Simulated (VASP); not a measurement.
Write the native input for VASP 6.6.1 that does the following.

```
Task                   : relaxation of shape and atoms at fixed volume
Functional             : PBE
Potentials or basis    : VASP PAW PBE potentials, release 64 (B, N)
Cutoff                 : 600 eV
k mesh                 : 12 × 12 × 6
Occupations            : gaussian, width 0.02 eV
Spin                   : no spin polarisation
Dipole correction      : no
Further INCAR settings : ALGO = Normal; EDIFF = 1e-07; IBRION = 2; EDIFFG = -0.01; NSW = 50; ISIF = 4
```

The structure of BN lies in POSCAR:

```
BN
1.0
    2.4473194239      0.0000000000      0.0000000000
   -1.2236597120      2.1194407922      0.0000000000
    0.0000000000      0.0000000000      4.0505800083
B N
2 2
Direct
    0.6666666667      0.3333333333      0.9994784089
    0.3333333333      0.6666666667      0.4994784089
    0.6666666667      0.3333333333      0.6255215911
    0.3333333333      0.6666666667      0.1255215911
```

This cell differs from its parent crystal: volume scaled by 0.88.

One way to write it, as run:

INCAR

```
SYSTEM = BN
PREC = Accurate
ENCUT = 600
EDIFF = 1E-7
ISMEAR = 0
SIGMA = 0.02
LREAL = .FALSE.
LASPH = .TRUE.
NELM = 60
ALGO = Normal
ISIF = 4
LWAVE = .FALSE.
LCHARG = .FALSE.
GGA = PE
IBRION = 2
NSW = 50
EDIFFG = -0.01
```

KPOINTS

```
Automatic mesh
0
G
  12 12 6
  0 0 0
```

Potentials or basis: VASP PAW PBE potentials, release 64 (B, N).

The run is started by

```console
$ cat potpaw_PBE.64/B/POTCAR potpaw_PBE.64/N/POTCAR > POTCAR
$ mpirun -np 1 vasp_std > vasp.out
```

It gave:

* Energy gained by relaxing: 0.0 meV/atom
* Ionic steps: 3
* Pressure after relaxing: 60.3 GPa
* Band gap on the k mesh: 4.90 eV, indirect (least direct gap 8.81 eV)

Wall time 16 s on 1 thread of Intel(R) Xeon(R) 6975P-C (Granite Rapids), with other jobs on the host, peak memory 0.14 GiB.
